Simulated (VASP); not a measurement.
# GaN (F-43m) in VASP: further runs, part 3 of 3

VASP 6.6.1. Earlier steps stand in the parts before.

### 4 Dielectric tensor, r2SCAN (strain -2.0%)

File INCAR:

```
PREC     = Accurate       # precision mode
ENCUT    = 520            # plane-wave cutoff, eV
EDIFF    = 1E-8           # SCF threshold, eV
ISMEAR   = 0              # smearing method
SIGMA    = 0.01           # smearing width, eV
LREAL    = F              # projectors in reciprocal space
LASPH    = T              # aspherical terms in the spheres
NELM     = 80             # most SCF steps
ALGO     = Normal         # electronic algorithm
ISIF     = 2              # what is computed and relaxed
LWAVE    = F              # write WAVECAR
LCHARG   = F              # write CHGCAR
METAGGA  = R2SCAN         # meta-GGA
LMIXTAU  = T            
LCALCEPS = T
```

File KPOINTS:

```
regular mesh
0
Gamma
  8 8 8
```

File POSCAR:

```
GaN
1.0
    0.0000000000      2.2039734903      2.2039734903
    2.2039734903      0.0000000000      2.2039734903
    2.2039734903      2.2039734903      0.0000000000
Ga N
1 1
Direct
    0.0000000000      0.0000000000      0.0000000000
    0.2500000000      0.2500000000      0.2500000000
```

Potentials or basis: VASP PAW PBE potentials, release 64 (Ga_d, N).

The run is started by

```sh
$ cat potpaw_PBE.64/Ga_d/POTCAR potpaw_PBE.64/N/POTCAR > POTCAR
$ mpirun -np 1 vasp_std > vasp.out
```

OUTCAR:

```text
PREC = Accurate
   ENCUT = 520
   EDIFF = 1E-8
   ISMEAR = 0
   LREAL = F
   LASPH = T
   NELM = 80
   ISIF = 2
   METAGGA = R2SCAN

 ion  position               nearest neighbor table
   1  0.000  0.000  0.000-   2 1.91   2 1.91   2 1.91   2 1.91
   2  0.250  0.250  0.250-   1 1.91   1 1.91   1 1.91   1 1.91

  LATTYP: Found a face centered cubic cell.
 ALAT       =     4.4079469806

  Lattice vectors:

 A1 = (   0.0000000000,   2.2039734903,   2.2039734903)
 A2 = (   2.2039734903,   0.0000000000,   2.2039734903)
 A3 = (   2.2039734903,   2.2039734903,   0.0000000000)

Analysis of symmetry for initial positions (statically):
=====================================================================
 Subroutine PRICEL returns:
 Original cell was already a primitive cell.

 Routine SETGRP: Setting up the symmetry group for a
 face centered cubic supercell.

 Subroutine GETGRP returns: Found 24 space group operations
 (whereof 24 operations were pure point group operations)
 out of a pool of 48 trial point group operations.

The static configuration has the point symmetry T_d .

Analysis of symmetry for dynamics (positions and initial velocities):
=====================================================================
 Subroutine PRICEL returns:
 Original cell was already a primitive cell.

 Routine SETGRP: Setting up the symmetry group for a
 face centered cubic supercell.

 Subroutine GETGRP returns: Found 24 space group operations
 (whereof 24 operations were pure point group operations)
 out of a pool of 48 trial point group operations.

The dynamic configuration has the point symmetry T_d .

 Subroutine INISYM returns: Found 24 space group operations
 (whereof 24 operations are pure point group operations),
 and found     1 'primitive' translations

----------------------------------------------------------------------------------------

                                     Primitive cell

  volume of cell :      21.4116

  direct lattice vectors                    reciprocal lattice vectors
     0.000000000  2.203973490  2.203973490    -0.226862983  0.226862983  0.226862983
     2.203973490  0.000000000  2.203973490     0.226862983 -0.226862983  0.226862983
     2.203973490  2.203973490  0.000000000     0.226862983  0.226862983 -0.226862983

  length of vectors
     3.116889201  3.116889201  3.116889201     0.392938213  0.392938213  0.392938213

  position of ions in fractional coordinates (direct lattice)
     0.000000000  0.000000000  0.000000000
     0.250000000  0.250000000  0.250000000

  ion indices of the primitive-cell ions
   primitive index   ion index
                 1           1
                 2           2

----------------------------------------------------------------------------------------

 KPOINTS: regular mesh

Automatic generation of k-mesh.
 Grid dimensions read from file:
 generate k-points for:    8    8    8

[... 82 lines left out ...]
     AMIX     =   0.40;   BMIX     =  1.00
     AMIX_MAG =   1.60;   BMIX_MAG =  1.00
  volume/ion in A,a.u.               =      10.71        72.25
  Fermi-wavevector in a.u.,A,eV,Ry     =   1.545074  2.919767 32.480560  2.387254
  Thomas-Fermi vector in A             =   2.650504
   LORBIT       =      0    0 simple, 1 ext, 2 COOP (PROOUT), +10 PAW based schemes
   METAGGA = R2SCAN    functional components
   LHFCALC =     F    Hartree Fock is set to
   AEXX    =    0.0000 exact exchange contribution
   IVDW    =     0    specifies the selected vdW correction
   LEPSILON=     F    determine dielectric tensor
   LRPA    =     F    only Hartree local field effects (RPA)
   LRPA       =     F
 non-spin polarized calculation
 Gauss-broadening in eV      SIGMA  =   0.01
  energy-cutoff  :      520.00
  volume of cell :       21.41
 maximum number of plane-waves:       589
   NGX = 11   NGY = 11   NGZ = 11

 Total electronic dipole moment: p[elc]=(    -0.00123    -0.00123    -0.00123 ) |e| Angst

 number of electron      18.0000005 magnetization

 Free energy of the ion-electron system (eV)
  ---------------------------------------------------
  ext. energy  EPLUGINS =         0.00000000
  ---------------------------------------------------
  free energy    TOTEN  =       -21.83134817 eV

  energy without entropy =      -21.83134817  energy(sigma->0) =      -21.83134817

 E-fermi :   5.8263     XC(G=0): -13.0329

 val. band max:        5.7699668074   @ k =   0.0000   0.0000   0.0000
 cond. band min:   10000.0000000000   @ k =   0.0000   0.0000   0.0000
 fundamental gap:   9994.2300331926
 Fermi energy:         5.8262930996

 k-point     1 :       0.0000    0.0000    0.0000
  band No.  band energies     occupation
      1     -11.5612      2.00000
      2      -8.1335      2.00000
      3      -8.1332      2.00000
      4      -8.1328      2.00000
      5      -7.7030      2.00000
      6      -7.7030      2.00000
      7       5.7698      2.00000
      8       5.7699      2.00000
      9       5.7700      2.00000
     10   10000.0000      0.00000
     11   10000.0000      0.00000
     12   10000.0000      0.00000
     13   10000.0000      0.00000
[... 354 lines left out ...]
  band No.  band energies     occupation
      1     -10.2372      2.00000
      2      -7.9912      2.00000
      3      -7.9182      2.00000
      4      -7.7342      2.00000
      5      -7.6662      2.00000
      6      -6.2450      2.00000
      7      -1.1527      2.00000
      8       2.5084      2.00000
      9       3.7943      2.00000
     10   10000.0000      0.00000
     11   10000.0000      0.00000
     12   10000.0000      0.00000
     13   10000.0000      0.00000

 [... further k-points ...]

------------------------ aborting loop because EDIFF is reached ----------------------------------------

            Ionic dipole moment: p[ion]=(     5.50993     5.50993     5.50993 ) |e| Angst

 Total electronic dipole moment: p[elc]=(    -0.00123    -0.00123     0.00370 ) |e| Angst

 MACROSCOPIC STATIC DIELECTRIC TENSOR (including local field effects)
 ------------------------------------------------------
           5.164397     0.000000    -0.000000
           0.000000     5.164397    -0.000000
           0.000000     0.000000     5.164397
 ------------------------------------------------------

 PIEZOELECTRIC TENSOR (including local field effects) (e Angst)
          XX          YY          ZZ          XY          YZ          ZX
  --------------------------------------------------------------------------------
  x    -0.00000     0.00000     0.00000     0.00000    -1.32860    -0.00000
  y     0.00000     0.00000     0.00000     0.00000     0.00000    -1.32860
  z     0.00000     0.00000    -0.00000    -1.32860     0.00000     0.00000

 PIEZOELECTRIC TENSOR (including local field effects) (C/m^2)
          XX          YY          ZZ          XY          YZ          ZX
  --------------------------------------------------------------------------------
  x    -0.00000     0.00000     0.00000     0.00000    -0.99416    -0.00000
  y     0.00000     0.00000     0.00000     0.00000     0.00000    -0.99416
  z     0.00000     0.00000    -0.00000    -0.99416     0.00000     0.00000

 BORN EFFECTIVE CHARGES (including local field effects) (in |e|, cummulative output)
 ---------------------------------------------------------------------------------
 ion    1
    1     2.63524     0.00000     0.00000
    2     0.00000     2.63524    -0.00000
    3     0.00000    -0.00000     2.63524
 ion    2
    1    -2.63524     0.00000     0.00000
    2     0.00000    -2.63524     0.00000
    3     0.00000     0.00000    -2.63524

  FORCE on cell =-STRESS in cart. coord.  units (eV):
  Direction    XX          YY          ZZ          XY          YZ          ZX
  --------------------------------------------------------------------------------------
  -------------------------------------------------------------------------------------
  Total        1.9836349      1.9836349      1.9836349      0.0000000      0.0000000      0.0000000
  in kB      148.4305287    148.4305287    148.4305287      0.0000000      0.0000000      0.0000000
  external PRESSURE =     148.4305287 kB  Pullay stress =       0.0000000 kB

 VOLUME and BASIS-vectors are now :
 -----------------------------------------------------------------------------
  energy-cutoff  :      520.00
  volume of cell :       21.41
      direct lattice vectors                 reciprocal lattice vectors
     0.000000000  2.203973490  2.203973490    -0.226862983  0.226862983  0.226862983
     2.203973490  0.000000000  2.203973490     0.226862983 -0.226862983  0.226862983
     2.203973490  2.203973490  0.000000000     0.226862983  0.226862983 -0.226862983

 POSITION                                       TOTAL-FORCE (eV/Angst)
 -----------------------------------------------------------------------------------
      0.00000      0.00000      0.00000        -0.000000     -0.000000      0.000000
      1.10199      1.10199      1.10199         0.000000      0.000000      0.000000
 -----------------------------------------------------------------------------------
    total drift:                                0.000007      0.000007      0.000007

  FREE ENERGIE OF THE ION-ELECTRON SYSTEM (eV)
  ---------------------------------------------------
  free  energy   TOTEN  =       -21.8313481721 eV

  energy  without entropy=      -21.8313481721  energy(sigma->0) =      -21.83134817
```

Run time: 28 min. Hardware: 1 thread of Intel Xeon Platinum 8375C at 2.90GHz (Ice Lake), shared host; peak memory 0.31 GiB.

Results:

```yaml
Band_gap_on_the_k_mesh: 2.56 eV
Electronic_dielectric_tensor_diagonal: 5.16
Born_charges_mean_of_the_diagonal: Ga +2.64; N -2.64 e
```

Levels at points of the mesh, in eV from the valence-band top:
```tsv
k point	band 6	band 7	band 8	band 9	band 10	band 11	band 12	band 13
(0.00, 0.00, 0.00)	-13.47	0.00	0.00	0.00	2.56	11.44	11.44	11.44
(0.50, 0.00, 0.00)	-12.33	-7.62	-1.09	-1.09	5.64	9.80	11.36	11.36
(0.50, 0.50, 0.00)	-11.96	-6.51	-3.03	-3.03	3.79	7.65	13.12	15.69
```

Electronic dielectric tensor:
```
5.16 0.00 0.00
0.00 5.16 0.00
0.00 0.00 5.16
```

Born effective charge tensors (e):
atom 1, Ga
```
2.64 0.00 0.00
0.00 2.64 0.00
0.00 0.00 2.64
```
atom 2, N
```
-2.64  0.00  0.00
 0.00 -2.64  0.00
 0.00  0.00 -2.64
```

Dipole moments of the cell (e·Å, modulo the quantum): ionic 5.510, 5.510, 5.510; electronic -0.001, -0.001, 0.004

Caveat: the cell differs from its parent crystal (strain -2.0%); the PAW data sets were made with another functional, which shifts forces and pressure a little.

### 5 Dielectric tensor, r2SCAN (strain -1.0%)

File INCAR:

```
SYSTEM = GaN
ALGO     = Normal         ! electronic algorithm
EDIFF    = 1E-8           ! SCF threshold, eV
ENCUT    = 520            ! plane-wave cutoff, eV
ISIF     = 2              ! what is computed and relaxed
ISMEAR   = 0              ! smearing method
LASPH    = .True.         ! aspherical terms in the spheres
LCALCEPS = .True.       
LCHARG   = .False.        ! write CHGCAR
LMIXTAU  = .True.       
LREAL    = .False.        ! projectors in reciprocal space
LWAVE    = .False.        ! write WAVECAR
METAGGA  = R2SCAN         ! meta-GGA
NELM     = 60             ! most SCF steps
PREC     = Accurate       ! precision mode
SIGMA    = 0.01           ! smearing width, eV
```

File KPOINTS:

```
k-points
0
Gamma
  8 8 8
  0 0 0
```

File POSCAR:

```
GaN
1.0
    0.0000000000      2.2264630157      2.2264630157
    2.2264630157      0.0000000000      2.2264630157
    2.2264630157      2.2264630157      0.0000000000
Ga N
1 1
Direct
    0.0000000000      0.0000000000      0.0000000000
    0.2500000000      0.2500000000      0.2500000000
```

Potentials or basis: VASP PAW PBE potentials, release 64 (Ga_d, N).

The run is started by

```sh
$ cat potpaw_PBE.64/Ga_d/POTCAR potpaw_PBE.64/N/POTCAR > POTCAR
$ mpirun -np 1 vasp_std > vasp.out
```

OUTCAR:

```text
SYSTEM = GaN
   EDIFF = 1E-8
   ENCUT = 520
   ISIF = 2
   ISMEAR = 0
   LASPH = .True.
   LREAL = .False.
   METAGGA = R2SCAN
   NELM = 60
   PREC = Accurate

 ion  position               nearest neighbor table
   1  0.000  0.000  0.000-   2 1.93   2 1.93   2 1.93   2 1.93
   2  0.250  0.250  0.250-   1 1.93   1 1.93   1 1.93   1 1.93

  LATTYP: Found a face centered cubic cell.
 ALAT       =     4.4529260314

  Lattice vectors:

 A1 = (   0.0000000000,   2.2264630157,   2.2264630157)
 A2 = (   2.2264630157,   0.0000000000,   2.2264630157)
 A3 = (   2.2264630157,   2.2264630157,   0.0000000000)

Analysis of symmetry for initial positions (statically):
=====================================================================
 Subroutine PRICEL returns:
 Original cell was already a primitive cell.

 Routine SETGRP: Setting up the symmetry group for a
 face centered cubic supercell.

 Subroutine GETGRP returns: Found 24 space group operations
[... 580 lines left out ...]

 PIEZOELECTRIC TENSOR (including local field effects) (C/m^2)
          XX          YY          ZZ          XY          YZ          ZX
  --------------------------------------------------------------------------------
  x    -0.00000    -0.00000    -0.00000    -0.00000    -0.99780    -0.00000
  y     0.00000     0.00000     0.00000     0.00000     0.00000    -0.99780
  z     0.00000     0.00000    -0.00000    -0.99780    -0.00000     0.00000

 BORN EFFECTIVE CHARGES (including local field effects) (in |e|, cummulative output)
 ---------------------------------------------------------------------------------
 ion    1
    1     2.64880    -0.00000    -0.00000
    2    -0.00000     2.64880     0.00000
    3    -0.00000    -0.00000     2.64880
 ion    2
    1    -2.64880     0.00000     0.00000
    2     0.00000    -2.64880    -0.00000
    3     0.00000     0.00000    -2.64880

  FORCE on cell =-STRESS in cart. coord.  units (eV):
  Direction    XX          YY          ZZ          XY          YZ          ZX
  --------------------------------------------------------------------------------------
  -------------------------------------------------------------------------------------
  Total        1.0331907      1.0331907      1.0331907     -0.0000000      0.0000000     -0.0000000
  in kB       74.9919446     74.9919446     74.9919446     -0.0000000      0.0000000     -0.0000000
  external PRESSURE =      74.9919446 kB  Pullay stress =       0.0000000 kB

 VOLUME and BASIS-vectors are now :
 -----------------------------------------------------------------------------
  energy-cutoff  :      520.00
  volume of cell :       22.07
      direct lattice vectors                 reciprocal lattice vectors
     0.000000000  2.226463016  2.226463016    -0.224571438  0.224571438  0.224571438
     2.226463016  0.000000000  2.226463016     0.224571438 -0.224571438  0.224571438
     2.226463016  2.226463016  0.000000000     0.224571438  0.224571438 -0.224571438

 POSITION                                       TOTAL-FORCE (eV/Angst)
 -----------------------------------------------------------------------------------
      0.00000      0.00000      0.00000        -0.000000     -0.000000     -0.000000
      1.11323      1.11323      1.11323         0.000000      0.000000      0.000000
 -----------------------------------------------------------------------------------
    total drift:                                0.000006      0.000006      0.000007

  FREE ENERGIE OF THE ION-ELECTRON SYSTEM (eV)
  ---------------------------------------------------
  free  energy   TOTEN  =       -21.8776925698 eV

  energy  without entropy=      -21.8776925698  energy(sigma->0) =      -21.87769257
```

stdout:

```text
POSCAR found type information on POSCAR GaN
 POSCAR found :  2 types and       2 ions
 scaLAPACK will be used
 -----------------------------------------------------------------------------
|                                                                             |
[... 104 lines left out ...]
dp_tot=(  0.127E-05  0.126E-05  0.521E-02 )  diag[e(oo)]=(    ---      ---    5.26753 )
 p_tot=(  0.557E+01  0.557E+01  0.557E+01 )
dp_tot=(  0.127E-05  0.126E-05  0.521E-02 )  diag[e(oo)]=(    ---      ---    5.27000 )
 p_tot=(  0.557E+01  0.557E+01  0.557E+01 )
dp_tot=(  0.126E-05  0.125E-05  0.521E-02 )  diag[e(oo)]=(    ---      ---    5.27365 )
 final diagonalization full
 p_tot=(  0.557E+01  0.557E+01  0.557E+01 )
dp_tot=(  0.125E-05  0.125E-05  0.522E-02 )  diag[e(oo)]=(    ---      ---    5.27771 )
```

Run time: 30 min. Hardware: 1 thread of Intel Xeon Platinum 8375C at 2.90GHz (Ice Lake), shared host; peak memory 0.32 GiB.

What came out:

* Band gap on the k mesh: 2.36 eV
* Electronic dielectric tensor (diagonal): 5.28
* Born charges (mean of the diagonal): Ga +2.65; N -2.65 e

Levels at points of the mesh, in eV from the valence-band top:
| k point | band 7 | band 8 | band 9 | band 10 | band 11 | band 12 |
| --- | --- | --- | --- | --- | --- | --- |
| (0.00, 0.00, 0.00) | 0.00 | 0.00 | 0.00 | 2.36 | 11.24 | 11.24 |
| (0.50, 0.00, 0.00) | -7.40 | -1.04 | -1.04 | 5.42 | 9.64 | 11.19 |
| (0.50, 0.50, 0.00) | -6.37 | -2.92 | -2.92 | 3.78 | 7.46 | 12.87 |

Electronic dielectric tensor:
```
5.28 0.00 0.00
0.00 5.28 0.00
0.00 0.00 5.28
```

Born effective charge tensors (e):
atom 1, Ga
```
2.65 0.00 0.00
0.00 2.65 0.00
0.00 0.00 2.65
```
atom 2, N
```
-2.65  0.00  0.00
 0.00 -2.65  0.00
 0.00  0.00 -2.65
```

Dipole moments of the cell (e·Å, modulo the quantum): ionic 5.566, 5.566, 5.566; electronic -0.001, -0.001, 0.004

Caveat: the cell differs from its parent crystal (strain -1.0%); the PAW data sets were made with another functional, which shifts forces and pressure a little.

### 6 Overview

| cell | gap on the mesh (eV) |
| --- | --- |
| a = 3.053 Å, angles 60.0°, 2 atoms | 2.97 |
| a = 3.085 Å, angles 60.0°, 2 atoms | 2.77 |
| a = 3.117 Å, angles 60.0°, 2 atoms | 2.56 |
| a = 3.149 Å, angles 60.0°, 2 atoms | 2.36 |

Alike in all rows: task dielectric tensor; level r2SCAN; potentials or basis VASP PAW PBE potentials, release 64 (Ga_d, N); no spin polarisation; k mesh 8 × 8 × 8; cutoff (eV) 520; smearing gaussian 0.01 eV.

Caveats: the PAW data sets were made with another functional, which shifts forces and pressure a little.

Absolute energies hang on the potentials; compare differences alone.
